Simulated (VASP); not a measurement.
BaTiO3:

```
Ba Ti O
1.0
     3.99980    0.00000    0.00000
     0.00000    3.99980    0.00000
     0.00000    0.00000    4.01800
Ba Ti O
1 1 3
Cartesian
  0.0000 0.0000 0.0000
  1.9999 1.9999 1.9688
  1.9999 1.9999 0.0763
  1.9999 0.0000 2.0773
  0.0000 1.9999 2.0773
```

Base run:

- Program: VASP 6.6.1
- Functional: PBE
- Potentials or basis: VASP PAW PBE potentials, release 64 (Ba_sv, Ti_sv, O)
- Cutoff: 520 eV
- k mesh: 4 × 4 × 4
- Occupations: fermi-dirac, width 0.05 eV
- Spin: no spin polarisation
- Hubbard terms: Ti d U = 1.0 eV

Its results: band gap on the k mesh 1.87 eV, indirect (least direct gap 2.17 eV); pressure 5.1 GPa; largest force 0.169 eV/Å.

The run is repeated on the same cell with these changes: hubbard terms from Ti d U = 1.0 eV to Ti d U = 3.0 eV. What comes out?

Band gap on the k mesh 2.11 eV, indirect (least direct gap 2.42 eV); pressure 6.6 GPa; largest force 0.257 eV/Å.

Caveats: spin-orbit coupling is left out, which moves the levels of the heavy elements.

A k mesh can miss the band edges.
